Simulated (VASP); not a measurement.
Si (a cell with a defect), 17 atoms in the cell. The cell holds a defect, 17 atoms: a = 7.679 Å, b = 7.679 Å, c = 7.679 Å, α = 60.00°, β = 60.00°, γ = 60.00°. 

```yaml
Program: VASP 6.6.1
Task: single point
Functional: PBE
Potentials_or_basis: VASP PAW PBE potentials, release 64 (Si)
Cutoff: 520 eV
k_mesh: 2 × 2 × 2
Occupations: fermi-dirac, width 0.02 eV
Spin: no spin polarisation
Dipole_correction: no
Further_INCAR_settings: LREAL = Auto; ALGO = Normal; EDIFF = 1e-07; NBANDS = 48
```

Potentials or basis: VASP PAW PBE potentials, release 64 (Si).

Command:

```bash
$ cat potpaw_PBE.64/Si/POTCAR > POTCAR
$ mpirun -np 1 vasp_std > vasp.out
```

Hardware: 1 thread of Intel(R) Xeon(R) Platinum 8375C CPU @ 2.90GHz (Ice Lake), with other jobs on the host.

Q: How long does it take, and how much memory?

A: Run time: 2.9 min on 1 thread of Intel(R) Xeon(R) Platinum 8375C CPU @ 2.90GHz (Ice Lake), on a shared host, peak memory 0.47 GiB. Counts: scf iterations 15, k points 8.
